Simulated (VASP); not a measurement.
Crystal: LiSnF4.

```xyz
6
Lattice="4.0500 0.0000 0.0000 0.0000 4.0500 0.0000 0.0000 0.0000 5.9588" Properties=species:S:1:pos:R:3 pbc="T T T"
Li    2.0250    2.0250    2.9794
Sn    0.0000    0.0000    0.0000
F     0.0000    0.0000    1.8794
F     0.0000    0.0000    4.0794
F     0.0000    2.0250    0.0000
F     2.0250    0.0000    0.0000
```

```yaml
Program: VASP 6.6.1
Task: relaxation of cell and atoms
Functional: PBE
Potentials_or_basis: VASP PAW PBE potentials, release 64 (Li_sv, Sn_d, F)
Cutoff: 600 eV
k_mesh: 4 × 4 × 4
Occupations: gaussian, width 0.1 eV
Spin: no spin polarisation
```

At the start: pressure 17.8 GPa; volume 16.29 Å³/atom.

Question: Where does the relaxation end?

Answer: Over 8 steps the energy falls by 230.4 meV/atom and the volume is 20.60 Å³/atom (+26.4 %); space group P4/mmm (No. 123, to 0.05 Å).

The path:
| step | energy change (eV) | largest force (eV/Å) | pressure (GPa) | volume (Å³) |
| --- | --- | --- | --- | --- |
| 1 | 0.0000 | 2.7348 | 17.80 | 97.74 |
| 2 | -0.9439 | 2.2069 | -2.44 | 125.39 |
| 3 | -1.1649 | 1.3902 | 2.29 | 114.88 |
| 4 | -1.3238 | 0.7014 | 0.29 | 120.60 |
| 5 | -1.3585 | 0.2814 | -0.96 | 125.59 |
| 6 | -1.3771 | 0.0032 | 0.01 | 123.78 |
| 7 | -1.3780 | 0.0817 | 0.33 | 123.28 |
| 8 | -1.3823 | 0.0393 | 0.13 | 123.58 |

Final structure:
```
Li Sn F
1.0
     4.26637    0.00000    0.00000
     0.00000    4.26637    0.00000
     0.00000    0.00000    6.78936
Li Sn F
1 1 4
Direct
  0.50000 0.50000 0.50000
  0.00000 0.00000 0.00000
  0.00000 0.00000 0.31057
  0.00000 0.00000 0.68943
  0.00000 0.50000 0.00000
  0.50000 0.00000 0.00000
```

Caveat: the k points lie up to 0.37 Å⁻¹ apart in the final cell; the cutoff is under 1.25 times the usual one of these potentials, so pressure, stress and relaxed cells hold a basis-set (Pulay) error; the volume moved by over 15 % at a fixed basis, so the end points are rough; an odd number of electrons without spin polarisation forces a metal; a magnetic or distorted state may lie lower.
